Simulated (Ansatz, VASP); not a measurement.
# AlNi: VASP beside Ansatz

The input INCAR:

```
SYSTEM = AlNi
PREC = Accurate
ENCUT = 600
EDIFF = 1E-6
ISMEAR = -1
SIGMA = 0.05
LREAL = .FALSE.
LASPH = .TRUE.
NELM = 150
ALGO = Fast
ISIF = 3
LWAVE = .FALSE.
LCHARG = .FALSE.
ISPIN = 2
MAGMOM = 1 0
LORBIT = 11
LMAXMIX = 4
GGA = PS
IVDW = 13
IBRION = 2
NSW = 60
EDIFFG = -0.01
```

KPOINTS

```
regular mesh
0
G
  10 10 9
  0 0 0
```

The input POSCAR:

```
AlNi
1.0
    1.9386940000     -1.9531901500      0.0000000000
    1.9386940000      1.9531901500      0.0000000000
    0.0000000000      0.0000000000      3.0994300413
Ni Al
1 1
Direct
    0.5000000000      0.5000000000      0.5000000000
    0.0000000000      0.0000000000      0.0000000000
```

Contents of input.yaml:

```yaml
crystal:
  lattice:
    - [1.938694, -1.95319015, 0.0]
    - [1.938694, 1.95319015, 0.0]
    - [0.0, 0.0, 3.0994300413]
  atoms:
    - { symbol: Ni, position: [0.5, 0.5, 0.5], spin: 1.0 }
    - { symbol: Al, position: [0.0, 0.0, 0.0] }
hamiltonian:
  xc: pbesol
  pseudopotentials: { kind: paw }
  dispersion: d4
magnetization:
  spin_polarized: true
kpoints:
  mp_grid: { grid: [10, 10, 9] }
scf:
  occupations: { method: fermi_dirac, width: 0.05 }
output:
  forces: true
  stress: true
  eigenvalues: true
relax:
  f_tol: 0.01
  max_steps: 40
  cell: { stress_tol: 0.05 }
```

Alike in both runs: task relaxation of cell and atoms; functional PBEsol; dispersion D4; k mesh 10 × 10 × 9; occupations fermi-dirac, width 0.05 eV; collinear spin.

```csv
,VASP,Ansatz
version,VASP 6.6.1,Ansatz 0.2.0
potentials or method,"VASP PAW PBE potentials, release 64 (Ni, Al)",Ansatz PAW
plane-wave cutoff (eV),600,420
valence electrons in the cell,13,21
```

```csv
,VASP,Ansatz,Ansatz less VASP
"gap on the k mesh at the Fermi level, each at its own relaxed structure (eV)",none,none,-
net moment per atom (μB),0.00,0.00,0.000
relaxed volume (Å³/atom),11.52,11.51,-0.010
relaxed length of the cell vector where the two differ most in proportion (Å),2.848,2.844,-0.0047
```

VASP's potentials were made for PBE, not for PBEsol. A gap of «none» marks a metal or a gap that the smearing closes. VASP's potentials hold 13 valence electrons a cell and Ansatz's 21, so a difference there can come from the potentials and not from the codes.

Noted on Ansatz's run: the plane-wave basis is chosen anew once the cell has moved, so the energies of steps on either side of that aren't comparable.
